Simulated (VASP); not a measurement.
Here is a VASP 6.6.1 calculation.

POSCAR

```
Ag
1.0
    0.0000000000      2.0521781806      2.0521781806
    2.0521781806      0.0000000000      2.0521781806
    2.0521781806      2.0521781806      0.0000000000
Ag
1
Direct
    0.0000000000      0.0000000000      0.0000000000
```

Contents of INCAR.step1:

```
PREC     = Accurate       # precision mode
ENCUT    = 520            # plane-wave cutoff, eV
ISMEAR   = -1             # smearing method
SIGMA    = 0.05           # smearing width, eV
LREAL    = F              # projectors in reciprocal space
LASPH    = T              # aspherical terms in the spheres
NELM     = 60             # most SCF steps
NBANDS   = 12             # bands
GGA      = PE             # functional
ALGO     = Normal         # electronic algorithm
EDIFF    = 1E-4           # SCF threshold, eV
LWAVE    = T              # write WAVECAR
LCHARG   = F              # write CHGCAR
```

INCAR.step2

```
PREC     = Accurate       # precision mode
ENCUT    = 520            # plane-wave cutoff, eV
EDIFF    = 1E-8           # SCF threshold, eV
ISMEAR   = -1             # smearing method
SIGMA    = 0.05           # smearing width, eV
LREAL    = F              # projectors in reciprocal space
LASPH    = T              # aspherical terms in the spheres
NELM     = 60             # most SCF steps
ALGO     = Normal         # electronic algorithm
ISIF     = 2              # what is computed and relaxed
LWAVE    = F              # write WAVECAR
LCHARG   = F              # write CHGCAR
METAGGA  = R2SCAN         # meta-GGA
LMIXTAU  = T            
LEFG     = T            
NBANDS   = 12             # bands
ISTART   = 1
```

KPOINTS

```
Automatic mesh
0
Gamma
  14 14 14
```

Potentials or basis: VASP PAW PBE potentials, release 64 (Ag).

Run with:

```sh
$ cat potpaw_PBE.64/Ag/POTCAR > POTCAR
$ cp INCAR.step1 INCAR
$ mpirun -np 1 vasp_std > vasp.out
$ cp INCAR.step2 INCAR
$ mpirun -np 1 vasp_std > vasp.out
```

Problem. What does it give for the band gap on the k mesh?

Solution. Zero (an odd number of electrons rules out a gap without spin polarisation).

Problem. What does it give for the pressure?

Solution. 0.1 GPa.

Caveat: the PAW data sets were made with another functional, which shifts forces and pressure a little.
